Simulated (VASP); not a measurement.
A run of VASP 6.6.1 is set up as follows.

Contents of INCAR:

```
ALGO     = Normal         # electronic algorithm
EDIFF    = 1E-6           # SCF threshold, eV
EDIFFG   = -0.01          # ionic threshold
ENCUT    = 600            # plane-wave cutoff, eV
GGA      = PE             # functional
IBRION   = 2              # ionic algorithm
ISIF     = 3              # what is computed and relaxed
ISMEAR   = 0              # smearing method
LASPH    = True           # aspherical terms in the spheres
LCHARG   = False          # write CHGCAR
LREAL    = False          # projectors in reciprocal space
LWAVE    = False          # write WAVECAR
NELM     = 80             # most SCF steps
NSW      = 100            # ionic steps
PREC     = Accurate       # precision mode
SIGMA    = 0.02           # smearing width, eV
```

Contents of KPOINTS:

```
k-points
0
Gamma
  6 6 6
```

POSCAR

```
BaHfO3
1.0
    4.2049780786      0.0000000000      0.0000000000
    0.0000000000      4.2049780786      0.0000000000
    0.0000000000      0.0000000000      4.2049780786
Ba Hf O
1 1 3
Direct
    0.5000000000      0.5000000000      0.5000000000
    0.0000000000      0.0000000000      0.0000000000
    0.0000000000      0.0000000000      0.5000000000
    0.5000000000      0.0000000000      0.0000000000
    0.0000000000      0.5000000000      0.0000000000
```

Potentials or basis: VASP PAW PBE potentials, release 64 (Ba_sv, Hf_pv, O).

Launch:

```sh
$ cat potpaw_PBE.64/Ba_sv/POTCAR potpaw_PBE.64/Hf_pv/POTCAR potpaw_PBE.64/O/POTCAR > POTCAR
$ mpirun -np 1 vasp_std > vasp.out
```

Estimate the relaxed volume.

14.82 Å³/atom.

Predict the relaxed cell.

a = 4.200 Å, b = 4.200 Å, c = 4.200 Å, α = 90.00°, β = 90.00°, γ = 90.00°.

Predict the space group after relaxing (to 0.1 Å).

Pm-3m (No. 221).

Final structure:
```xyz
5
Lattice="4.1999 0.0000 0.0000 0.0000 4.1999 0.0000 0.0000 0.0000 4.1999" Properties=species:S:1:pos:R:3 pbc="T T T"
Ba    2.0999    2.0999    2.0999
Hf    0.0000    0.0000    0.0000
O     0.0000    0.0000    2.0999
O     2.0999    0.0000    0.0000
O     0.0000    2.0999    0.0000
```
